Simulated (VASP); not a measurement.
# Ge (Cmcm) in VASP: notebook

Ge is run at these levels: r2SCAN; tasks: single point.

Program: VASP 6.6.1. These are calculated values, not measurements. Logs are shortened: lines on timing, memory, paths and dates and some standing lists are left out, and cuts for length are marked.

### Step 1. The cell of the first run

Symmetry: Cmcm, No. 63, orthorhombic system. The conventional cell has a = 2.976 Å, b = 5.189 Å, c = 4.728 Å, α = 90.00°, β = 90.00°, γ = 90.00°. Ge (site symmetry m2m) has 12 Ge at 2.92 to 2.99 Å within 3.9 Å.

### Step 2. Single point, r2SCAN

File POSCAR:

```
Ge
1.0
    1.4880500000     -2.5946900000      0.0000000000
    1.4880500000      2.5946900000      0.0000000000
    0.0000000000      0.0000000000      4.7276000000
Ge
2
Direct
    0.6665500000      0.3334500000      0.2500000000
    0.3334500000      0.6665500000      0.7500000000
```

File INCAR.step1:

```
SYSTEM = Ge
PREC = Accurate
ENCUT = 520
ISMEAR = 1
SIGMA = 0.1
LREAL = .FALSE.
LASPH = .TRUE.
NELM = 100
NBANDS = 21
GGA = PE
ALGO = Normal
EDIFF = 1E-4
LWAVE = .TRUE.
LCHARG = .FALSE.
```

File INCAR.step2:

```
SYSTEM = Ge
PREC = Accurate
ENCUT = 520
EDIFF = 1E-6
ISMEAR = 1
SIGMA = 0.1
LREAL = .FALSE.
LASPH = .TRUE.
NELM = 100
ALGO = Normal
ISIF = 2
LWAVE = .FALSE.
LCHARG = .FALSE.
METAGGA = R2SCAN
LMIXTAU = .TRUE.
NBANDS = 21
ISTART = 1
```

File KPOINTS:

```
Automatic mesh
0
G
  3 3 2
  0 0 0
```

Potentials or basis: VASP PAW PBE potentials, release 64 (Ge_d).

The run is started by

```bash
$ cat potpaw_PBE.64/Ge_d/POTCAR > POTCAR
$ cp INCAR.step1 INCAR
$ mpirun -np 1 vasp_std > vasp.out
$ cp INCAR.step2 INCAR
$ mpirun -np 1 vasp_std > vasp.out
```

OUTCAR:

```text
SYSTEM = Ge
   PREC = Accurate
   ENCUT = 520
   EDIFF = 1E-6
   ISMEAR = 1
   LREAL = .FALSE.
   LASPH = .TRUE.
   NELM = 100
   ISIF = 2
   METAGGA = R2SCAN
   ISTART = 1

 ion  position               nearest neighbor table
   1  0.667  0.333  0.250-
   2  0.333  0.667  0.750-

  LATTYP: Found a base centered orthorhombic cell.
 ALAT       =     2.9761000000
 B/A-ratio  =     1.7436846880
 C/A-ratio  =     1.5885218911

  Lattice vectors:

 A1 = (   1.4880500000,  -2.5946900000,   0.0000000000)
 A2 = (   1.4880500000,   2.5946900000,   0.0000000000)
 A3 = (   0.0000000000,   0.0000000000,   4.7276000000)

Analysis of symmetry for initial positions (statically):
=====================================================================
 Subroutine PRICEL returns:
 Original cell was already a primitive cell.

 Routine SETGRP: Setting up the symmetry group for a
 base centered orthorhombic supercell.

 Subroutine GETGRP returns: Found  8 space group operations
 (whereof  4 operations were pure point group operations)
 out of a pool of  8 trial point group operations.

The static configuration has the point symmetry C_2h.
 The point group associated with its full space group is D_2h.

Analysis of symmetry for dynamics (positions and initial velocities):
=====================================================================
 Subroutine PRICEL returns:
 Original cell was already a primitive cell.

 Routine SETGRP: Setting up the symmetry group for a
 base centered orthorhombic supercell.

 Subroutine GETGRP returns: Found  8 space group operations
 (whereof  4 operations were pure point group operations)
 out of a pool of  8 trial point group operations.

The dynamic configuration has the point symmetry C_2h.
 The point group associated with its full space group is D_2h.

 Subroutine INISYM returns: Found  8 space group operations
 (whereof  4 operations are pure point group operations),
 and found     1 'primitive' translations

----------------------------------------------------------------------------------------

                                     Primitive cell

  volume of cell :      36.5068

[... 63 lines left out ...]
   ISTART =      1    job   : 0-new  1-cont  2-samecut
   ICHARG =      0    charge: 1-file 2-atom 10-const
   ISPIN  =      1    spin polarized calculation?
   LNONCOLLINEAR =      F non collinear calculations
   LSORBIT =      F    spin-orbit coupling
   LASPH  =      T    aspherical Exc in radial PAW
   ENCUT  =  520.0 eV  38.22 Ry    6.18 a.u.   5.56  5.56  8.79*2*pi/ulx,y,z
   NELM   =    100;   NELMIN=  2; NELMDL=  0     # of ELM steps
   EDIFF  = 0.1E-05   stopping-criterion for ELM
   LREAL  =      F    real-space projection
   EDIFFG = 0.1E-04   stopping-criterion for IOM
   NSW    =      0    number of steps for IOM
   IBRION =     -1    ionic relax: 0-MD 1-quasi-New 2-CG
   NFREE  =      0    steps in history (QN), initial steepest desc. (CG)
   ISIF   =      2    stress and relaxation
   ISYM   =      2    0-nonsym 1-usesym 2-fastsym
   POTIM  = 0.5000    time-step for ionic-motion
   TEBEG  =    0.0;   TEEND  =   0.0 temperature during run
   PSTRESS=    0.0 pullay stress
   NELECT =      28.0000    total number of electrons
   NUPDOWN=      -1.0000    fix difference up-down
   EMIN   =  10.00;   EMAX   =-10.00  energy-range for DOS
   EFERMI =   0.00;   METHOD = LEGACY
   ISMEAR =     1;   SIGMA  =   0.10  broadening in eV -4-tet -1-fermi 0-gaus
   EFERMI_NEDOS =   21; number of points for ismear=-14 and -15
   IALGO  =     38    algorithm
   IMIX   =      4    mixing-type and parameters
     AMIX     =   0.40;   BMIX     =  1.00
     AMIX_MAG =   1.60;   BMIX_MAG =  1.00
  volume/ion in A,a.u.               =      18.25       123.18
  Fermi-wavevector in a.u.,A,eV,Ry     =   1.498544  2.831838 30.553721  2.245635
  Thomas-Fermi vector in A             =   2.610290
   LORBIT       =      0    0 simple, 1 ext, 2 COOP (PROOUT), +10 PAW based schemes
   METAGGA = R2SCAN    functional components
   LHFCALC =     F    Hartree Fock is set to
   AEXX    =    0.0000 exact exchange contribution
   IVDW    =     0    specifies the selected vdW correction
   LEPSILON=     F    determine dielectric tensor
   LRPA    =     F    only Hartree local field effects (RPA)
 non-spin polarized calculation
 Methfessel and Paxton  Order N= 1 SIGMA  =   0.10
  energy-cutoff  :      520.00
  volume of cell :       36.51
 maximum number of plane-waves:      1014
 NGX is ok and might be reduce to    24
   NGX = 11   NGY = 11   NGZ = 17

 number of electron      28.0000012 magnetization

 Free energy of the ion-electron system (eV)
  ---------------------------------------------------
  ext. energy  EPLUGINS =         0.00000000
  ---------------------------------------------------
  free energy    TOTEN  =       -27.56196733 eV

  energy without entropy =      -27.55839886  energy(sigma->0) =      -27.56077784

 E-fermi :   6.9549     XC(G=0): -12.7182

 val. band max:        5.3475244211   @ k =   0.3333   0.0000   0.5000
 cond. band min:       6.9634529317   @ k =   0.3333   0.3333   0.0000
 fundamental gap:      1.6159285106
 Fermi energy:         6.9549302886

 k-point     1 :       0.0000    0.0000    0.0000
  band No.  band energies     occupation
      1     -18.5529      2.00000
      2     -18.5378      2.00000
      3     -18.5223      2.00000
      4     -18.5187      2.00000
      5     -18.5142      2.00000
      6     -18.5123      2.00000
[... 181 lines left out ...]
     20      16.1926      0.00000
     21      20.5702      0.00000

------------------------ aborting loop because EDIFF is reached ----------------------------------------

  FORCE on cell =-STRESS in cart. coord.  units (eV):
  Direction    XX          YY          ZZ          XY          YZ          ZX
  --------------------------------------------------------------------------------------
  -------------------------------------------------------------------------------------
  Total        1.4566847      1.7673550     -5.7490027      0.0000000      0.0000000      0.0000000
  in kB       63.9296626     77.5640807   -252.3070445      0.0000000      0.0000000      0.0000000
  external PRESSURE =     -36.9377670 kB  Pullay stress =       0.0000000 kB

 VOLUME and BASIS-vectors are now :
 -----------------------------------------------------------------------------
  energy-cutoff  :      520.00
  volume of cell :       36.51
      direct lattice vectors                 reciprocal lattice vectors
     1.488050000 -2.594690000  0.000000000     0.336010215 -0.192701248  0.000000000
     1.488050000  2.594690000  0.000000000     0.336010215  0.192701248  0.000000000
     0.000000000  0.000000000  4.727600000     0.000000000  0.000000000  0.211523818

 POSITION                                       TOTAL-FORCE (eV/Angst)
 -----------------------------------------------------------------------------------
      1.48805     -0.86429      1.18190         0.000000     -0.058337     -0.000000
      1.48805      0.86429      3.54570         0.000000      0.058337      0.000000
 -----------------------------------------------------------------------------------
    total drift:                                0.000000     -0.000000     -0.000000

  FREE ENERGIE OF THE ION-ELECTRON SYSTEM (eV)
  ---------------------------------------------------
  free  energy   TOTEN  =       -27.5619673293 eV

  energy  without entropy=      -27.5583988624  energy(sigma->0) =      -27.56077784
```

OUTCAR.step1:

```text
SYSTEM = Ge
   PREC = Accurate
   ENCUT = 520
   ISMEAR = 1
   LREAL = .FALSE.
   LASPH = .TRUE.
[... 399 lines left out ...]
      1.48805     -0.86429      1.18190         0.000000     -0.051182      0.000000
      1.48805      0.86429      3.54570         0.000000      0.051182      0.000000
 -----------------------------------------------------------------------------------
    total drift:                                0.000000     -0.000000     -0.000000

  FREE ENERGIE OF THE ION-ELECTRON SYSTEM (eV)
  ---------------------------------------------------
  free  energy   TOTEN  =        -9.2664630082 eV

  energy  without entropy=       -9.2625614614  energy(sigma->0) =       -9.26516249
```

Run time: 26 s. Hardware: 1 thread of Intel Xeon 6975P-C, shared host; peak memory 0.15 GiB.

What came out:

```yaml
Free_energy: -27.5620 eV
Pressure: -3.7 GPa
Largest_force: 0.058 eV/Å
Band_gap_on_the_k_mesh: zero (band 14 reaches 13.90 eV, above the bottom of band 15 at 4.42 eV)
```

Forces in eV/Å, atoms in the order of the input:
```
Ge   0.000 -0.058  0.000
Ge   0.000  0.058  0.000
```

Caveat: the k points lie up to 0.81 Å⁻¹ apart; the PAW data sets were made with another functional, which shifts forces and pressure a little.

### Step 3. Single point, r2SCAN

POSCAR is that of step 2.

File INCAR.step1:

```
PREC = Accurate
ENCUT = 520
ISMEAR = 1
SIGMA = 0.1
LREAL = F
LASPH = T
NELM = 100
NBANDS = 21
GGA = PE
ALGO = Normal
EDIFF = 1E-4
LWAVE = T
LCHARG = F
```

File INCAR.step2:

```
PREC = Accurate
ENCUT = 520
EDIFF = 1E-6
ISMEAR = 1
SIGMA = 0.1
LREAL = F
LASPH = T
NELM = 100
ALGO = Normal
ISIF = 2
LWAVE = F
LCHARG = T
METAGGA = R2SCAN
LMIXTAU = T
LELF = T
LVHAR = T
NBANDS = 21
ISTART = 1
```

File KPOINTS:

```
regular mesh
0
Gamma
  4 4 2
```

Potentials or basis: VASP PAW PBE potentials, release 64 (Ge_d).

The run is started by

```bash
$ cat potpaw_PBE.64/Ge_d/POTCAR > POTCAR
$ cp INCAR.step1 INCAR
$ mpirun -np 1 vasp_std > vasp.out
$ cp INCAR.step2 INCAR
$ mpirun -np 1 vasp_std > vasp.out
```

Run time: 36 s. Hardware: 1 thread of Intel Xeon 6975P-C, shared host; peak memory 0.16 GiB.

Results (log left out):

| Quantity | Value |
| --- | --- |
| Free energy | -26.7108 eV |
| Pressure | -2.7 GPa |
| Largest force | 0.015 eV/Å |
| Band gap on the k mesh | zero (band 14 reaches 13.90 eV, above the bottom of band 15 at 5.36 eV) |

Forces in eV/Å, atoms in the order of the input:
```
Ge   0.000  0.015  0.000
Ge   0.000 -0.015  0.000
```

Stress tensor (GPa, compression positive):
```
-5.13  0.00  0.00
 0.00 -1.62  0.00
 0.00  0.00 -1.48
```

Levels at points of the mesh, in eV from the Fermi level:
| k point | band 12 | band 13 | band 14 | band 15 | band 16 | band 17 |
| --- | --- | --- | --- | --- | --- | --- |
| (0.00, 0.00, 0.00) | -7.29 | -5.36 | 7.47 | 7.59 | 9.70 | 9.83 |
| (0.50, 0.00, 0.00) | -6.93 | -1.77 | -0.85 | -0.51 | 2.07 | 3.05 |
| (0.50, 0.50, 0.00) | -6.98 | -1.81 | -0.87 | -0.58 | 2.04 | 3.21 |
| (0.00, 0.00, 0.50) | -11.80 | 2.52 | 2.52 | 8.70 | 8.70 | 8.81 |
| (0.50, 0.00, 0.50) | -6.77 | -4.73 | -4.73 | 4.82 | 4.82 | 5.87 |
| (0.50, 0.50, 0.50) | -6.85 | -4.75 | -4.75 | 4.98 | 4.98 | 5.89 |

Caveat: the k points lie up to 0.66 Å⁻¹ apart; the PAW data sets were made with another functional, which shifts forces and pressure a little.

### Step 4. Single point, r2SCAN

POSCAR is that of step 3.

File INCAR.step1:

```
ALGO     = Normal         # electronic algorithm
EDIFF    = 1E-4           # SCF threshold, eV
ENCUT    = 520            # plane-wave cutoff, eV
GGA      = PE             # functional
ISMEAR   = 1              # smearing method
LASPH    = True           # aspherical terms in the spheres
LCHARG   = False          # write CHGCAR
LREAL    = False          # projectors in reciprocal space
LWAVE    = True           # write WAVECAR
NBANDS   = 21             # bands
NELM     = 60             # most SCF steps
PREC     = Accurate       # precision mode
SIGMA    = 0.1            # smearing width, eV
```

File INCAR.step2:

```
ALGO     = Normal         # electronic algorithm
EDIFF    = 1E-6           # SCF threshold, eV
ENCUT    = 520            # plane-wave cutoff, eV
ISIF     = 2              # what is computed and relaxed
ISMEAR   = 1              # smearing method
ISTART   = 1            
LASPH    = True           # aspherical terms in the spheres
LCHARG   = False          # write CHGCAR
LMIXTAU  = True         
LREAL    = False          # projectors in reciprocal space
LWAVE    = False          # write WAVECAR
METAGGA  = R2SCAN         # meta-GGA
NBANDS   = 21             # bands
NELM     = 60             # most SCF steps
PREC     = Accurate       # precision mode
SIGMA    = 0.1            # smearing width, eV
```

File KPOINTS:

```
k-points
0
Gamma
  5 5 3
```

The run is started by

```bash
$ cat potpaw_PBE.64/Ge_d/POTCAR > POTCAR
$ cp INCAR.step1 INCAR
$ mpirun -np 1 vasp_std > vasp.out
$ cp INCAR.step2 INCAR
$ mpirun -np 1 vasp_std > vasp.out
```

Run time: 41 s. Hardware: 1 thread of Intel Xeon 6975P-C, shared host; peak memory 0.16 GiB.

Results (log left out):

```yaml
Free_energy: -26.5004 eV
Pressure: 2.3 GPa
Largest_force: 0.016 eV/Å
Band_gap_on_the_k_mesh: zero (band 14 reaches 13.91 eV, above the bottom of band 15 at 5.68 eV)
```

Forces in eV/Å, atoms in the order of the input:
```
Ge   0.000  0.016  0.000
Ge   0.000 -0.016  0.000
```

Stress tensor (GPa, compression positive):
```
-0.78  0.00  0.00
 0.00 -1.33  0.00
 0.00  0.00  9.03
```

Levels at points of the mesh, in eV from the Fermi level:
```tsv
k point	band 12	band 13	band 14	band 15	band 16	band 17
(0.00, 0.00, 0.00)	-7.65	-5.70	7.11	7.24	9.32	9.45
```

Caveat: the k points lie up to 0.49 Å⁻¹ apart; the PAW data sets were made with another functional, which shifts forces and pressure a little.

### Step 5. Single point, r2SCAN

POSCAR is that of step 4.

File INCAR.step1:

```
PREC = Accurate ; ENCUT = 520
ISMEAR = 1 ; SIGMA = 0.1
LREAL = False ; LASPH = True
NELM = 100 ; NBANDS = 21
GGA = PE ; ALGO = Normal
EDIFF = 1E-4 ; LWAVE = True
LCHARG = False
```

File INCAR.step2:

```
PREC = Accurate ; ENCUT = 520
EDIFF = 1E-6 ; ISMEAR = 1
SIGMA = 0.1 ; LREAL = False
LASPH = True ; NELM = 100
ALGO = Normal ; ISIF = 2
LWAVE = False ; LCHARG = False
METAGGA = R2SCAN ; LMIXTAU = True
NBANDS = 21 ; ISTART = 1
```

File KPOINTS:

```
regular mesh
0
Gamma
  7 7 4
```

Potentials or basis: VASP PAW PBE potentials, release 64 (Ge_d).

The run is started by

```bash
$ cat potpaw_PBE.64/Ge_d/POTCAR > POTCAR
$ cp INCAR.step1 INCAR
$ mpirun -np 1 vasp_std > vasp.out
$ cp INCAR.step2 INCAR
$ mpirun -np 1 vasp_std > vasp.out
```

OUTCAR:

```text
PREC = Accurate
   ENCUT = 520
   EDIFF = 1E-6
   ISMEAR = 1
   LREAL = False
   LASPH = True
   NELM = 100
   ISIF = 2
   METAGGA = R2SCAN
   ISTART = 1

 ion  position               nearest neighbor table
   1  0.667  0.333  0.250-
   2  0.333  0.667  0.750-

  LATTYP: Found a base centered orthorhombic cell.
 ALAT       =     2.9761000000
 B/A-ratio  =     1.7436846880
 C/A-ratio  =     1.5885218911

  Lattice vectors:

[... 189 lines left out ...]
  band No.  band energies     occupation
      1     -18.4400      2.00000
      2     -18.4290      2.00000
      3     -18.4252      2.00000
      4     -18.4249      2.00000
      5     -18.4189      2.00000
      6     -18.4157      2.00000
[... 565 lines left out ...]
     20      18.3578      0.00000
     21      20.0595      0.00000

 [... further k-points ...]
[... 5 lines left out ...]
  --------------------------------------------------------------------------------------
  -------------------------------------------------------------------------------------
  Total        0.6594237      1.1993101      0.4215744      0.0000000      0.0000000      0.0000000
  in kB       28.9401917     52.6342404     18.5016755      0.0000000      0.0000000      0.0000000
  external PRESSURE =      33.3587025 kB  Pullay stress =       0.0000000 kB

 VOLUME and BASIS-vectors are now :
 -----------------------------------------------------------------------------
  energy-cutoff  :      520.00
  volume of cell :       36.51
      direct lattice vectors                 reciprocal lattice vectors
     1.488050000 -2.594690000  0.000000000     0.336010215 -0.192701248  0.000000000
     1.488050000  2.594690000  0.000000000     0.336010215  0.192701248  0.000000000
     0.000000000  0.000000000  4.727600000     0.000000000  0.000000000  0.211523818

 POSITION                                       TOTAL-FORCE (eV/Angst)
 -----------------------------------------------------------------------------------
      1.48805     -0.86429      1.18190         0.000000      0.014059     -0.000000
      1.48805      0.86429      3.54570         0.000000     -0.014059      0.000000
 -----------------------------------------------------------------------------------
    total drift:                                0.000000     -0.000000     -0.000000

  FREE ENERGIE OF THE ION-ELECTRON SYSTEM (eV)
  ---------------------------------------------------
  free  energy   TOTEN  =       -26.5399303371 eV

  energy  without entropy=      -26.5405688470  energy(sigma->0) =      -26.54014317
```

OUTCAR.step1:

```text
PREC = Accurate
   ENCUT = 520
   ISMEAR = 1
   LREAL = False
   LASPH = True
[... 802 lines left out ...]
      1.48805     -0.86429      1.18190         0.000000      0.017360      0.000000
      1.48805      0.86429      3.54570         0.000000     -0.017360      0.000000
 -----------------------------------------------------------------------------------
    total drift:                                0.000000     -0.000000     -0.000000

  FREE ENERGIE OF THE ION-ELECTRON SYSTEM (eV)
  ---------------------------------------------------
  free  energy   TOTEN  =        -8.3053978931 eV

  energy  without entropy=       -8.3065657555  energy(sigma->0) =       -8.30578718
```

OSZICAR.step1:

```text
N       E                     dE             d eps       ncg     rms          rms(c)
DAV:   1     0.171644827109E+03    0.17164E+03   -0.14207E+04  2311   0.382E+03
DAV:   2     0.144647163919E+02   -0.15718E+03   -0.15205E+03  2016   0.565E+02
DAV:   3    -0.773755981773E+01   -0.22202E+02   -0.22006E+02  2299   0.131E+02
DAV:   4    -0.832414752680E+01   -0.58659E+00   -0.58608E+00  2259   0.243E+01
DAV:   5    -0.833258952095E+01   -0.84420E-02   -0.84417E-02  2332   0.317E+00    0.165E+00
DAV:   6    -0.831413021402E+01    0.18459E-01   -0.15991E-02  2737   0.198E+00    0.908E-01
DAV:   7    -0.830566124122E+01    0.84690E-02   -0.10287E-02  2765   0.129E+00    0.754E-02
DAV:   8    -0.830538878787E+01    0.27245E-03   -0.91626E-04  2313   0.540E-01    0.259E-02
DAV:   9    -0.830539789306E+01   -0.91052E-05   -0.18201E-05  1388   0.520E-02
   1 F= -.83053979E+01 E0= -.83057872E+01  d E =0.116786E-02
```

Wall time 78 s (1 thread of Intel Xeon 6975P-C, shared host); peak memory 0.17 GiB.

Results:

| Quantity | Value |
| --- | --- |
| Free energy | -26.5399 eV |
| Pressure | 3.3 GPa |
| Largest force | 0.014 eV/Å |
| Band gap on the k mesh | zero (band 14 reaches 14.16 eV, above the bottom of band 15 at 5.30 eV) |

Forces in eV/Å, atoms in the order of the input:
```
Ge   0.000  0.014  0.000
Ge   0.000 -0.014  0.000
```

Stress tensor (GPa, compression positive):
```
2.89 0.00 0.00
0.00 5.26 0.00
0.00 0.00 1.85
```

Caveat: the PAW data sets were made with another functional, which shifts forces and pressure a little.

### Step 6. Overview

```csv
k mesh,gap on the mesh (eV),pressure (GPa),largest force (eV/Å)
3 × 3 × 2,none,-3.7,0.06
4 × 4 × 2,none,-2.7,0.01
5 × 5 × 3,none,2.3,0.02
7 × 7 × 4,none,3.3,0.01
```

Alike in all rows: task single point; level r2SCAN; potentials or basis VASP PAW PBE potentials, release 64 (Ge_d); no spin polarisation; cell as given; cutoff (eV) 520; smearing methfessel-paxton 0.1 eV.

Caveats: some runs use coarse meshes; the PAW data sets were made with another functional, which shifts forces and pressure a little.

Absolute energies hang on the potentials; compare differences alone.
